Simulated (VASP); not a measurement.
Input of a VASP 6.6.1 run:

INCAR

```
SYSTEM = Ag
  ALGO = Fast
  EDIFF = 1E-7
  ENCUT = 520
  GGA = PE
  ISIF = 2
  ISMEAR = 0
  LASPH = .TRUE.
  LCHARG = .TRUE.
  LELF = .TRUE.
  LREAL = .FALSE.
  LVHAR = .TRUE.
  LWAVE = .FALSE.
  NBANDS = 12
  NELM = 60
  PREC = Accurate
  SIGMA = 0.15
```

The input KPOINTS:

```
k-points
0
G
  20 20 20
  0 0 0
```

POSCAR

```
Ag
1.0
    0.0000000000      2.2065480000      2.0431000000
    2.2065480000      0.0000000000      2.0431000000
    2.2065480000      2.2065480000      0.0000000000
Ag
1
Direct
    0.0000000000      0.0000000000      0.0000000000
```

Potentials or basis: VASP PAW PBE potentials, release 64 (Ag).

Command:

```bash
$ cat potpaw_PBE.64/Ag/POTCAR > POTCAR
$ mpirun -np 1 vasp_std > vasp.out
```

(1) Predict the pressure.

Results:

(1) -7.2 GPa.

Caveat: the cell differs from its parent crystal (strain +0.080 along x and y, +0.000 along z).
